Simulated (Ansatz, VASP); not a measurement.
# Cu5Mo: VASP beside Ansatz

```xyz
12
Lattice="2.6347 0.0000 0.0000 -1.3174 2.2817 0.0000 0.0000 0.0000 25.6983" Properties=species:S:1:pos:R:3 pbc="T T T"
Cu    0.0000    0.0000    3.5224
Cu    1.3174    0.7606    5.6010
Cu    0.0000    0.0000   22.1759
Cu    0.0000    1.5211   20.0972
Cu    0.0000    0.0000    9.7452
Cu    1.3174    0.7606   11.8146
Cu    0.0000    1.5211    7.6762
Cu    1.3174    0.7606   18.0221
Cu    0.0000    0.0000   15.9531
Cu    0.0000    1.5211   13.8837
Mo    0.0000    1.5211    1.2298
Mo    1.3174    0.7606   24.4684
```

Alike in both runs: task single point; functional PBE; k mesh 6 × 6 × 1; occupations gaussian, width 0.1 eV; collinear spin.

|  | VASP | Ansatz |
| --- | --- | --- |
| version | VASP 6.6.1 | Ansatz 0.2.0 |
| potentials or method | VASP PAW PBE potentials, release 64 (Cu, Mo_sv), cutoff 520 eV | scalar-relativistic, plane waves, PAW |
| valence electrons in the cell | 138 | 218 |

|  | VASP | Ansatz | Ansatz less VASP |
| --- | --- | --- | --- |
| gap on the k mesh at the Fermi level (eV) | none | none | - |
| pressure (GPa) | 0.9 | 0.3 | -0.53 |
| traceless stress, the component that is largest in VASP (GPa) | -3.08 | -3.09 | -0.015 |
| rms of the force components (eV/Å) | 0.053 | 0.055 | +0.0019 |
| net moment per atom (μB) | 0.00 | 0.00 | 0.000 |

Atom by atom the forces differ by 0.003 eV/Å (rms over components). A gap of «none» marks a metal or a gap that the smearing closes. VASP's potentials hold 138 valence electrons a cell and Ansatz's 218, so a difference there can come from the potentials and not from the codes. Ansatz's warnings: seeded moment not kept.

The k mesh is coarse, so the values compare programs but aren't converged.
